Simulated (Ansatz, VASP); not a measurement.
# One calculation of SiNi3, two programs

```
Si Ni
1.0
     3.54200    0.00000    0.00000
     0.00000    3.54200    0.00000
     0.00000    0.00000    3.54200
Si Ni
1 3
Direct
  0.00000 0.00000 0.00000
  0.00000 0.50000 0.50000
  0.50000 0.00000 0.50000
  0.50000 0.50000 0.00000
```

Alike in both runs: task relaxation of cell and atoms; functional PBEsol; k mesh 6 × 6 × 6; occupations gaussian, width 0.1 eV; no spin polarisation.

|  | VASP | Ansatz |
| --- | --- | --- |
| version | VASP 6.6.1 | Ansatz 0.2.0 |
| potentials or method | VASP PAW PBE potentials, release 64 (Si, Ni), cutoff 600 eV | scalar-relativistic, plane waves, PAW |
| valence electrons in the cell | 34 | 58 |

Ansatz gave:

```
gap on the k mesh at the Fermi level, each at its own relaxed structure (eV) : none
relaxed volume (Å³/atom)                                                     : 10.37
relaxed cell length with the largest relative difference (Å)                 : 3.461
```

**Question.** Which values does VASP return?

**Answer.** gap on the k mesh at the Fermi level, each at its own relaxed structure (eV): none; relaxed volume (Å³/atom): 10.38; relaxed cell length with the largest relative difference (Å): 3.462.

VASP's potentials were made for PBE, not for PBEsol. A gap of «none» marks a metal or a gap that the smearing closes. VASP's potentials hold 34 valence electrons a cell and Ansatz's 58, so a difference there can come from the potentials and not from the codes.
